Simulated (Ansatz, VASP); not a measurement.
## Two plane-wave programs on KI

```xyz
2
Lattice="0.0000 3.5328 3.5328 3.5328 0.0000 3.5328 3.5328 3.5328 0.0000" Properties=species:S:1:pos:R:3 pbc="T T T"
K     0.0000    0.0000    0.0000
I     3.5328    3.5328    3.5328
```

Alike in both runs: functional PBE; k mesh 7 × 7 × 7; occupations fermi-dirac, width 0.02 eV; no spin polarisation.

Ansatz relaxed the structure, and its values are those at the end. VASP's run is a single point on that final structure, the one shown.

|  | VASP | Ansatz |
| --- | --- | --- |
| version | VASP 6.6.1 | Ansatz 0.2.0 |
| potentials or method | VASP PAW PBE potentials, release 64 (K_sv, I) | plane-wave PAW, scalar-relativistic |
| plane-wave cutoff (eV) | 520 | 420 |
| valence electrons in the cell | 16 | 26 |

```csv
,VASP,Ansatz,Ansatz less VASP
gap on the k mesh at the Fermi level (eV),3.96,3.97,+0.005
pressure (GPa),0.6,0.6,-0.03
```

With one functional, cell and mesh, what is left measures potentials, basis and numerics. VASP's potentials hold 16 valence electrons a cell and Ansatz's 26, so a difference there can come from the potentials and not from the codes. Ansatz's warnings: stress scf threshold loose.

Neither program's run includes spin-orbit coupling.
